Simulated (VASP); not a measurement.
Here is a VASP 6.6.1 calculation.

Contents of INCAR:

```
PREC = Accurate ; ENCUT = 520
EDIFF = 1E-6 ; ISMEAR = 0
SIGMA = 0.05 ; LREAL = Auto
LASPH = T ; NELM = 150
ALGO = Normal ; ISIF = 2
LWAVE = F ; LCHARG = F
ISPIN = 2 ; MAGMOM = 0 0 0 0 0 0 0 0 0 0 0 0 0 0 0 0 0 0 0 0 0 0 0
LORBIT = 11 ; GGA = PE
IVDW = 12 ; NBANDS = 122
NELECT = 201.0
```

The input KPOINTS:

```
Automatic mesh
0
Gamma
  2 2 2
```

Contents of POSCAR:

```
Sn8O15
1.0
   -4.7373500000     -4.7373500000      0.0000000000
    4.7373500000     -4.7373500000      0.0000000000
    0.0000000000      0.0000000000      6.3728000000
Sn O
8 15
Direct
    0.5042871014      0.5077369204     -0.0010536970
   -0.0059119550      0.5023783339      0.2482666960
    0.5038108858      0.4873109439      0.5002025797
    0.0151601634      0.4995577696      0.7490949033
   -0.0054738409     -0.0234049627      0.0047588187
    0.5060637276     -0.0052770009      0.2509473073
   -0.0049250108      0.0318618004      0.4877874718
    0.4842771803     -0.0018614837      0.7506355134
    0.1962243659      0.5104128891      0.0041079274
   -0.0207782832      0.1984354122      0.2269672671
    0.8121263998      0.5356190697     -0.0131504205
   -0.0065615798      0.8053486654      0.2733007469
    0.1953337837      0.4744573443      0.4931967110
    0.8123008644      0.4828799856      0.5103982551
    0.0262261602      1.1720118843      0.7615682275
    0.6913654258     -0.0225797123     -0.0093368692
    0.5090076731      0.6891018185      0.2586349799
    0.3004874033     -0.0231553506      0.0087208135
    0.5186533611      0.3014648485      0.2411412566
    0.6942400287     -0.0013190919      0.5109198468
    0.4777865262      0.6914578826      0.7401580153
    0.3001494506      0.0096159245      0.4919076387
    0.5008749617      0.3024992876      0.7587382312
```

Potentials or basis: VASP PAW PBE potentials, release 64 (Sn_d, O).

The run is started by

```bash
$ cat potpaw_PBE.64/Sn_d/POTCAR potpaw_PBE.64/O/POTCAR > POTCAR
$ mpirun -np 1 vasp_std > vasp.out
```

Predict the net moment.

0.00 μB per cell.

Estimate the largest force.

1.157 eV/Å.

Predict the dispersion energy per atom.

-0.223 eV.

Forces in eV/Å, atoms in the order of the input:
```
Sn  -0.034  0.035 -0.009
Sn  -0.015  0.001  0.030
Sn   0.039 -0.013  0.008
Sn  -0.588  0.712  0.119
Sn   0.051 -0.157 -0.220
Sn   0.010  0.036 -0.006
Sn  -0.223  0.107  0.140
Sn  -0.162 -0.100 -0.011
O   -0.003 -0.069  0.051
O   -0.088 -0.048  0.135
O   -0.038  0.094  0.035
O   -0.027 -0.008 -0.173
O    0.073 -0.148 -0.008
O    0.180 -0.050 -0.055
O    1.043 -0.499 -0.012
O   -0.027 -0.043  0.016
O    0.027 -0.009 -0.045
O    0.048 -0.037 -0.144
O    0.014  0.090  0.039
O   -0.079  0.017 -0.023
O   -0.069 -0.065  0.037
O   -0.100  0.124  0.136
O   -0.032  0.031 -0.039
```

Caveat: the k points lie up to 0.49 Å⁻¹ apart; the cell carries a net charge on a neutralising background, which shifts energy and pressure.
